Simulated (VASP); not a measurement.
Runs of VASP 6.6.1 on SnO. The structure is that of space group P6_3mc (No. 186), or close to it. The cells are those of the table. 

```csv
task,potentials or basis,cell,k mesh,cutoff (eV),smearing,second run,gap on the mesh (eV),pressure (GPa),relaxed volume (Å³/atom),largest force (eV/Å)
single point,"VASP PAW PBE potentials, release 64 (Sn_d, O_h)","a = 3.367, b = 3.367, c = 8.860 Å, angles 90.0, 90.0, 120.0°, 4 atoms",6 × 6 × 4,910,gaussian 0.1 eV,hard_potentials,1.45,(b),-,0.05
relaxation of cell and atoms,"VASP PAW PBE potentials, release 64 (Sn_d, O)","relaxed from a = 3.495, b = 3.495, c = 5.750 Å, angles 90.0, 90.0, 120.0°, 4 atoms",6 × 6 × 4,600,gaussian 0.1 eV,-,1.00,0.2,20.61,-
single point,"VASP PAW PBE potentials, release 64 (Sn_d, O_h)","a = 3.360, b = 3.360, c = 9.216 Å, angles 90.0, 90.0, 120.0°, 4 atoms",9 × 9 × 4,910,gaussian 0.02 eV,hard_potentials,1.45,0.0,-,0.05
single point,"VASP PAW PBE potentials, release 64 (Sn_d, O)","a = 3.367, b = 3.367, c = 8.860 Å, angles 90.0, 90.0, 120.0°, 4 atoms",6 × 6 × 4,520,gaussian 0.1 eV,-,1.45,0.3,-,0.06
single point,"VASP PAW PBE potentials, release 64 (Sn_d, O)","a = 3.495, b = 3.495, c = 5.750 Å, angles 90.0, 90.0, 120.0°, 4 atoms",6 × 6 × 4,520,gaussian 0.1 eV,-,0.33,(a),-,0.26
relaxation of cell and atoms,"VASP PAW PBE potentials, release 64 (Sn_d, O)","relaxed from a = 3.367, b = 3.367, c = 8.860 Å, angles 90.0, 90.0, 120.0°, 4 atoms",9 × 9 × 4,600,gaussian 0.02 eV,-,1.44,0.0,22.07,-
single point,"VASP PAW PBE potentials, release 64 (Sn_d, O)","a = 3.360, b = 3.360, c = 9.216 Å, angles 90.0, 90.0, 120.0°, 4 atoms",9 × 9 × 4,520,gaussian 0.02 eV,-,1.46,0.2,-,0.06
```

Alike in all rows: level PBE; no spin polarisation.

Q: Estimate the missing entries.

A: (a) 35.8; (b) 0.1.

Caveats: spin-orbit coupling is left out, which moves the levels of the heavy elements; the cutoff is under 1.25 times the usual one of these potentials, so pressure, stress and relaxed cells hold a basis-set (Pulay) error (some runs); the volume moved by over 15 % at a fixed basis, so the end points are rough (some runs).

A k mesh can miss the band edges, and the runs leave out spin-orbit coupling on Sn.
